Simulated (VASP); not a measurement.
# BaTiO3 (R3m) in VASP: single point with PBE

Aim: the single point of BaTiO3 with PBE.

Everything below comes from runs of VASP 6.6.1. Logs are shortened: lines on timing, memory, paths and dates and some standing lists are left out, and cuts for length are marked.

## 1. The cell of the first run

The structure is trigonal, space group R3m (No. 160). Conventional cell: a = 5.634 Å, b = 5.634 Å, c = 7.303 Å, α = 90.00°, β = 90.00°, γ = 120.00°. Ba (site symmetry 3m) has 12 O at 2.82 to 3.03 Å and 8 Ti at 3.44 to 3.76 Å within 3.8 Å. Within 2.5 Å of Ti (site symmetry 3m) lie 6 O at 1.86 to 2.22 Å. Within 2.5 Å of O (site symmetry m) lie 2 Ti at 1.86 to 2.22 Å.

## 2. Single point, PBE

INCAR reads:

```
  PREC = Accurate
  ENCUT = 1340
  EDIFF = 1E-6
  ISMEAR = 0
  SIGMA = 0.05
  LREAL = False
  LASPH = True
  NELM = 120
  ALGO = Normal
  ISIF = 2
  LWAVE = False
  LCHARG = False
  GGA = PE
  NBANDS = 28
  GGA_COMPAT = False
```

KPOINTS reads:

```
Automatic mesh
0
Gamma
  6 6 6
```

POSCAR reads:

```
BaTiO3
1.0
    2.8168840550      1.6263287674      2.4342033471
   -2.8168840550      1.6263287674      2.4342033471
    0.0000000000     -3.2526575348      2.4342033471
Ba Ti O
1 1 3
Direct
    0.0049545205      0.0049545205      0.0049545205
    0.5191875227      0.5191875227      0.5191875227
    0.4883938465      0.4883938465      0.9777702638
    0.4883938465      0.9777702638      0.4883938465
    0.9777702638      0.4883938465      0.4883938465
```

Potentials or basis: VASP PAW PBE potentials, release 64 (Ba_sv, Ti_sv, O_h).

On the command line:

```console
$ cat potpaw_PBE.64/Ba_sv/POTCAR potpaw_PBE.64/Ti_sv/POTCAR potpaw_PBE.64/O_h/POTCAR > POTCAR
$ mpirun -np 1 vasp_std > vasp.out
```

OUTCAR:

```text
PREC = Accurate
   ENCUT = 1340
   EDIFF = 1E-6
   ISMEAR = 0
   LREAL = False
   LASPH = True
   NELM = 120
   ISIF = 2
   GGA = PE

 ion  position               nearest neighbor table
   1  0.005  0.005  0.005-   5 2.82   4 2.82   4 2.82   5 2.82   3 2.82   3 2.82   3 2.83   4 2.83
                             5 2.83   3 3.03   4 3.03   5 3.03   2 3.44   2 3.44   2 3.44   2 3.51
   2  0.519  0.519  0.519-   3 1.86   4 1.86   5 1.86   3 2.22   4 2.22   5 2.22   1 3.44   1 3.44
                             1 3.44   1 3.51   1 3.51   1 3.51   1 3.55   1 3.76
   3  0.488  0.488  0.978-   2 1.86   2 2.22   1 2.82   1 2.82   1 2.83   1 3.03
   4  0.488  0.978  0.488-   2 1.86   2 2.22   1 2.82   1 2.82   1 2.83   1 3.03
   5  0.978  0.488  0.488-   2 1.86   2 2.22   1 2.82   1 2.82   1 2.83   1 3.03

  LATTYP: Found a trigonal (rhomboedric) cell.
 ALAT       =     4.0626502402
 COS(alpha) =     0.0385004863

  Lattice vectors:

 A1 = (   2.8168840550,   1.6263287674,   2.4342033471)
 A2 = (  -2.8168840550,   1.6263287674,   2.4342033471)
 A3 = (   0.0000000000,  -3.2526575348,   2.4342033471)

Analysis of symmetry for initial positions (statically):
=====================================================================
 Subroutine PRICEL returns:
 Original cell was already a primitive cell.

 Routine SETGRP: Setting up the symmetry group for a
 trigonal (rhombohedral) supercell.

 Subroutine GETGRP returns: Found  6 space group operations
 (whereof  6 operations were pure point group operations)
 out of a pool of 12 trial point group operations.

The static configuration has the point symmetry C_3v.

Analysis of symmetry for dynamics (positions and initial velocities):
=====================================================================
 Subroutine PRICEL returns:
 Original cell was already a primitive cell.

 Routine SETGRP: Setting up the symmetry group for a
 trigonal (rhombohedral) supercell.

 Subroutine GETGRP returns: Found  6 space group operations
 (whereof  6 operations were pure point group operations)
 out of a pool of 12 trial point group operations.

The dynamic configuration has the point symmetry C_3v.

 Subroutine INISYM returns: Found  6 space group operations
 (whereof  6 operations are pure point group operations),
 and found     1 'primitive' translations

----------------------------------------------------------------------------------------

                                     Primitive cell

  volume of cell :      66.9091

  direct lattice vectors                    reciprocal lattice vectors
     2.816884055  1.626328767  2.434203347     0.177501093  0.102480304  0.136937341
    -2.816884055  1.626328767  2.434203347    -0.177501093  0.102480304  0.136937341
     0.000000000 -3.252657535  2.434203347     0.000000000 -0.204960608  0.136937341

  length of vectors
     4.062650240  4.062650240  4.062650240     0.246496828  0.246496828  0.246496828

  position of ions in fractional coordinates (direct lattice)
     0.004954521  0.004954521  0.004954521
     0.519187523  0.519187523  0.519187523
     0.488393847  0.488393847  0.977770264
     0.488393847  0.977770264  0.488393847
     0.977770264  0.488393847  0.488393847

  ion indices of the primitive-cell ions
   primitive index   ion index
                 1           1
                 2           2
                 3           3
                 4           4
                 5           5

----------------------------------------------------------------------------------------

 KPOINTS: Automatic mesh

Automatic generation of k-mesh.
 Grid dimensions read from file:
 generate k-points for:    6    6    6

 Generating k-lattice:

  Cartesian coordinates                     Fractional coordinates (reciprocal lattice)
     0.029583516  0.017080051  0.022822890     0.166666667  0.000000000  0.000000000
    -0.029583516  0.017080051  0.022822890     0.000000000  0.166666667  0.000000000
     0.000000000 -0.034160101  0.022822890     0.000000000  0.000000000  0.166666667

  Length of vectors
     0.041082805  0.041082805  0.041082805

  Shift w.r.t. Gamma in fractional coordinates (k-lattice)
     0.000000000  0.000000000  0.000000000

 Subroutine IBZKPT returns following result:
 ===========================================

 Found     32 irreducible k-points:

 Following reciprocal coordinates:
            Coordinates               Weight
  0.000000  0.000000  0.000000      1.000000
  0.166667  0.000000  0.000000      6.000000
  0.333333 -0.000000  0.000000      6.000000
  0.500000 -0.000000  0.000000      3.000000
  0.166667  0.166667  0.000000      6.000000
  0.333333  0.166667  0.000000     12.000000
[... 16 lines left out ...]
  0.500000  0.500000  0.166667      6.000000
 -0.333333  0.500000  0.166667     12.000000
 [... further k-points ...]
   k-points           NKPTS =     32   k-points in BZ     NKDIM =     32   number of bands    NBANDS=     28
   number of dos      NEDOS =    301   number of ions     NIONS =      5
   total plane-waves  NPLWV = 125000
   dimension x,y,z NGX =    50 NGY =   50 NGZ =   50
   dimension x,y,z NGXF=   100 NGYF=  100 NGZF=  100
   ions per type =               1   1   3
   NGX,Y,Z   is equivalent  to a cutoff of  20.46, 20.46, 20.46 a.u.
   NGXF,Y,Z  is equivalent  to a cutoff of  40.92, 40.92, 40.92 a.u.
 SYSTEM =  unknown system
   PREC   = accura    normal or accurate (medium, high low for compatibility)
   ISTART =      0    job   : 0-new  1-cont  2-samecut
   ICHARG =      2    charge: 1-file 2-atom 10-const
   ISPIN  =      1    spin polarized calculation?
   LNONCOLLINEAR =      F non collinear calculations
   LSORBIT =      F    spin-orbit coupling
   LASPH  =      T    aspherical Exc in radial PAW
   ENCUT  = 1340.0 eV  98.49 Ry    9.92 a.u.  12.13 12.13 12.13*2*pi/ulx,y,z
   NELM   =    120;   NELMIN=  2; NELMDL= -5     # of ELM steps
   EDIFF  = 0.1E-05   stopping-criterion for ELM
   LREAL  =      F    real-space projection
   EDIFFG = 0.1E-04   stopping-criterion for IOM
   NSW    =      0    number of steps for IOM
   IBRION =     -1    ionic relax: 0-MD 1-quasi-New 2-CG
   NFREE  =      0    steps in history (QN), initial steepest desc. (CG)
   ISIF   =      2    stress and relaxation
   ISYM   =      2    0-nonsym 1-usesym 2-fastsym
   POTIM  = 0.5000    time-step for ionic-motion
   TEBEG  =    0.0;   TEEND  =   0.0 temperature during run
   PSTRESS=    0.0 pullay stress
   NELECT =      40.0000    total number of electrons
   NUPDOWN=      -1.0000    fix difference up-down
   EMIN   =  10.00;   EMAX   =-10.00  energy-range for DOS
   EFERMI =   0.00;   METHOD = LEGACY
   ISMEAR =     0;   SIGMA  =   0.05  broadening in eV -4-tet -1-fermi 0-gaus
   EFERMI_NEDOS =   21; number of points for ismear=-14 and -15
   IALGO  =     38    algorithm
   IMIX   =      4    mixing-type and parameters
     AMIX     =   0.40;   BMIX     =  1.00
     AMIX_MAG =   1.60;   BMIX_MAG =  1.00
  volume/ion in A,a.u.               =      13.38        90.31
  Fermi-wavevector in a.u.,A,eV,Ry     =   1.379112  2.606145 25.877617  1.901951
  Thomas-Fermi vector in A             =   2.504112
   LORBIT       =      0    0 simple, 1 ext, 2 COOP (PROOUT), +10 PAW based schemes
   GGA     = PE    functional components
   LHFCALC =     F    Hartree Fock is set to
   AEXX    =    0.0000 exact exchange contribution
   IVDW    =     0    specifies the selected vdW correction
   LEPSILON=     F    determine dielectric tensor
   LRPA    =     F    only Hartree local field effects (RPA)
 non-spin polarized calculation
 Gauss-broadening in eV      SIGMA  =   0.05
  energy-cutoff  :     1340.00
  volume of cell :       66.91
 maximum number of plane-waves:      7497
 NGX is ok and might be reduce to    50
   NGX = 25   NGY = 25   NGZ = 25

 number of electron      40.0000002 magnetization

 Free energy of the ion-electron system (eV)
  ---------------------------------------------------
  ext. energy  EPLUGINS =         0.00000000
  ---------------------------------------------------
  free energy    TOTEN  =       -40.01633560 eV

  energy without entropy =      -40.01633560  energy(sigma->0) =      -40.01633560

 E-fermi :   4.0661     XC(G=0): -11.0068

 val. band max:        3.7513606884   @ k =   0.5000   0.5000   0.5000
 cond. band min:       6.3431643711   @ k =   0.0000   0.0000   0.0000
 fundamental gap:      2.5918036827
 Fermi energy:         4.0661452790

 k-point     1 :       0.0000    0.0000    0.0000
  band No.  band energies     occupation
      1     -52.4926      2.00000
      2     -28.7624      2.00000
      3     -28.7624      2.00000
      4     -28.7318      2.00000
      5     -21.1231      2.00000
      6     -12.9237      2.00000
[... 20 lines left out ...]
     27       8.8491      0.00000
     28      10.6174      0.00000

 k-point     2 :       0.1667    0.0000    0.0000
  band No.  band energies     occupation
      1     -52.4924      2.00000
      2     -28.7701      2.00000
      3     -28.7620      2.00000
      4     -28.7345      2.00000
      5     -21.0998      2.00000
      6     -12.9357      2.00000
[... 20 lines left out ...]
     27       9.3337      0.00000
     28      11.2356      0.00000

 k-point     3 :       0.3333   -0.0000    0.0000
  band No.  band energies     occupation
      1     -52.4920      2.00000
      2     -28.7886      2.00000
      3     -28.7611      2.00000
      4     -28.7367      2.00000
      5     -21.0525      2.00000
      6     -13.0265      2.00000
[... 20 lines left out ...]
     27      10.4479      0.00000
     28      11.9719      0.00000

 k-point     4 :       0.5000   -0.0000    0.0000
  band No.  band energies     occupation
      1     -52.4919      2.00000
      2     -28.7984      2.00000
      3     -28.7607      2.00000
      4     -28.7371      2.00000
      5     -21.0284      2.00000
      6     -13.0921      2.00000
[... 578 lines left out ...]
     27      11.0455      0.00000
     28      11.9728      0.00000

 k-point    23 :       0.5000    0.5000    0.1667
  band No.  band energies     occupation
      1     -52.4909      2.00000
      2     -28.8007      2.00000
      3     -28.7890      2.00000
      4     -28.7533      2.00000
      5     -20.9535      2.00000
      6     -12.4560      2.00000
[... 20 lines left out ...]
     27      12.0418      0.00000
     28      12.5001      0.00000

 k-point    24 :      -0.3333    0.5000    0.1667
  band No.  band energies     occupation
      1     -52.4911      2.00000
      2     -28.7980      2.00000
      3     -28.7834      2.00000
      4     -28.7523      2.00000
      5     -20.9680      2.00000
      6     -12.6011      2.00000
[... 20 lines left out ...]
     27      11.7313      0.00000
     28      12.1904      0.00000

 [... further k-points ...]

------------------------ aborting loop because EDIFF is reached ----------------------------------------

  FORCE on cell =-STRESS in cart. coord.  units (eV):
  Direction    XX          YY          ZZ          XY          YZ          ZX
  --------------------------------------------------------------------------------------
  -------------------------------------------------------------------------------------
  Total        2.2625772      2.2625772     -1.9658480      0.0000000      0.0000000      0.0000000
  in kB       54.1786989     54.1786989    -47.0733494      0.0000000      0.0000000      0.0000000
  external PRESSURE =      20.4280161 kB  Pullay stress =       0.0000000 kB

 VOLUME and BASIS-vectors are now :
 -----------------------------------------------------------------------------
  energy-cutoff  :     1340.00
  volume of cell :       66.91
      direct lattice vectors                 reciprocal lattice vectors
     2.816884055  1.626328767  2.434203347     0.177501093  0.102480304  0.136937341
    -2.816884055  1.626328767  2.434203347    -0.177501093  0.102480304  0.136937341
     0.000000000 -3.252657535  2.434203347     0.000000000 -0.204960608  0.136937341

 POSITION                                       TOTAL-FORCE (eV/Angst)
 -----------------------------------------------------------------------------------
      0.00000      0.00000      0.03618         0.000000      0.000000      0.017055
      0.00000      0.00000      3.79142         0.000000      0.000000      0.110547
      0.00000     -1.59177      4.75779         0.000000     -0.136274     -0.042534
     -1.37852      0.79589      4.75779        -0.118017      0.068137     -0.042534
      1.37852      0.79589      4.75779         0.118017      0.068137     -0.042534
 -----------------------------------------------------------------------------------
    total drift:                               -0.000000     -0.000000      0.001051

  FREE ENERGIE OF THE ION-ELECTRON SYSTEM (eV)
  ---------------------------------------------------
  free  energy   TOTEN  =       -40.0163355998 eV

  energy  without entropy=      -40.0163355998  energy(sigma->0) =      -40.01633560
```

It took 4.6 min on 1 thread of Intel Xeon Platinum 8259CL at 2.50GHz (Skylake/Cascade Lake), shared host; peak memory 0.51 GiB.

What came out:

```
Free energy            : -40.0163 eV
Pressure               : 2.0 GPa
Largest force          : 0.143 eV/Å
Band gap on the k mesh : 2.59 eV (least direct gap 3.02 eV)
```

Forces in eV/Å, atoms in the order of the input:
```
Ba   0.000  0.000  0.017
Ti   0.000  0.000  0.111
O    0.000 -0.136 -0.043
O   -0.118  0.068 -0.043
O    0.118  0.068 -0.043
```

Levels at points of the mesh, in eV from the valence-band top:
```
           k point  band 18  band 19  band 20  band 21  band 22  band 23
(0.00, 0.00, 0.00)    -0.85    -0.43    -0.43     2.59     2.59     2.89
(0.50, 0.00, 0.00)    -1.53    -1.13    -0.76     2.77     3.80     3.91
(0.50, 0.50, 0.00)    -0.94    -0.77    -0.07     3.85     3.91     4.16
(0.50, 0.50, 0.50)    -0.02     0.00     0.00     4.26     4.40     4.40
```

Caveat: the stress differs along the axes, from -5 to 5 GPa; spin-orbit coupling is left out, which moves the levels of the heavy elements. A k mesh can miss the band edges.
